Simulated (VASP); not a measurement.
**TiB: single point with r2SCAN**

The system is TiB.

```
Ti B
1.0
     0.00000    2.15353    2.04847
     2.15353    0.00000    2.04847
     2.15353    2.15353    0.00000
Ti B
1 1
Direct
  0.75000 0.75000 0.75000
  0.00000 0.00000 0.00000
```

This cell differs from its parent crystal: strain +0.025 along x and y, -0.025 along z.

```yaml
Program: VASP 6.6.1
Task: single point
Functional: r2SCAN
Potentials_or_basis: VASP PAW PBE potentials, release 64 (Ti_sv, B)
Cutoff: 520 eV
k_mesh: 20 × 20 × 20
Occupations: gaussian, width 0.15 eV
Spin: no spin polarisation
Dipole_correction: no
Further_INCAR_settings: ALGO = Normal; EDIFF = 1e-06; NBANDS = 14
```

* Pressure: 111.3 GPa
* Band gap on the k mesh: zero (an odd number of electrons rules out a gap without spin polarisation)

Stress tensor (GPa, compression positive):
```
115.58   0.00   0.00
  0.00 115.58   0.00
  0.00   0.00 102.81
```

Levels at points of the mesh, in eV from the Fermi level:
| k point | band 4 | band 5 | band 6 | band 7 | band 8 | band 9 | band 10 | band 11 | band 12 | band 13 |
| --- | --- | --- | --- | --- | --- | --- | --- | --- | --- | --- |
| (0.00, 0.00, 0.00) | -32.20 | -9.53 | -2.08 | -2.08 | -1.90 | 3.25 | 3.81 | 12.69 | 12.88 | 12.88 |
| (0.50, 0.00, 0.00) | -32.31 | -6.12 | -2.71 | -1.50 | -0.99 | 4.27 | 4.52 | 6.11 | 10.29 | 10.34 |
| (0.50, 0.50, 0.00) | -32.58 | -4.88 | -4.77 | 1.61 | 1.64 | 1.64 | 5.04 | 6.23 | 6.23 | 8.18 |
| (0.50, 0.00, 0.50) | -32.49 | -4.79 | -4.78 | 0.86 | 1.72 | 2.09 | 5.01 | 6.06 | 6.57 | 7.67 |

It took 12 min on 1 thread of Intel Xeon 8259CL, with other jobs on the host, peak memory 0.3 GiB.

Caveat: the cell differs from its parent crystal (strain +0.025 along x and y, -0.025 along z); the stress differs along the axes, from 103 to 116 GPa; the PAW data sets were made with another functional, which shifts forces and pressure a little.
